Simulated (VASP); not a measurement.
Runs of VASP 6.6.1 on SbPt. The structure is that of space group P6_3/mmc (No. 194), or close to it. The cells are those of the table. 

```csv
cell,k mesh,gap on the mesh (eV),pressure (GPa)
"a = 4.101, b = 4.101, c = 5.715 Å, angles 90.0, 90.0, 120.0°, 4 atoms",12 × 12 × 10,none,-2.0
"a = 4.074, b = 4.074, c = 5.387 Å, angles 90.0, 90.0, 120.0°, 4 atoms",12 × 12 × 8,none,(c)
"a = 4.171, b = 4.171, c = 5.468 Å, angles 90.0, 90.0, 120.0°, 4 atoms",12 × 12 × 8,none,(a)
"a = 3.850, b = 3.850, c = 5.205 Å, angles 90.0, 90.0, 120.0°, 4 atoms",12 × 12 × 8,none,50.0
"a = 4.128, b = 4.128, c = 5.434 Å, angles 90.0, 90.0, 120.0°, 4 atoms",12 × 12 × 8,none,3.8
"a = 4.160, b = 4.160, c = 5.459 Å, angles 90.0, 90.0, 120.0°, 4 atoms",12 × 12 × 8,none,0.8
"a = 4.123, b = 4.123, c = 5.428 Å, angles 90.0, 90.0, 120.0°, 4 atoms",12 × 12 × 8,none,4.4
"a = 3.973, b = 3.973, c = 5.300 Å, angles 90.0, 90.0, 120.0°, 4 atoms",12 × 12 × 8,none,24.8
"a = 3.721, b = 3.721, c = 5.091 Å, angles 90.0, 90.0, 120.0°, 4 atoms",12 × 12 × 8,none,(b)
"a = 4.264, b = 4.264, c = 5.546 Å, angles 90.0, 90.0, 120.0°, 4 atoms",12 × 12 × 8,none,-7.3
```

Alike in all rows: task single point; level PBEsol; potentials or basis VASP PAW PBE potentials, release 64 (Sb, Pt); no spin polarisation; cutoff (eV) 520; smearing gaussian 0.1 eV.

Estimate the missing entries.

(a) -0.2; (b) 90.4; (c) 10.0.

Caveats: the PAW data sets were made with another functional, which shifts forces and pressure a little; spin-orbit coupling is left out, which moves the levels of the heavy elements; the cell stands under pressure (at least some runs); the stress differs along the axes, from -5 to -0 GPa (at least some runs); the cell stands under tension (at least some runs).

A k mesh can miss the band edges, and the runs leave out spin-orbit coupling on Pt, Sb.

A gap of «none» marks levels without a gap at the run's occupations.
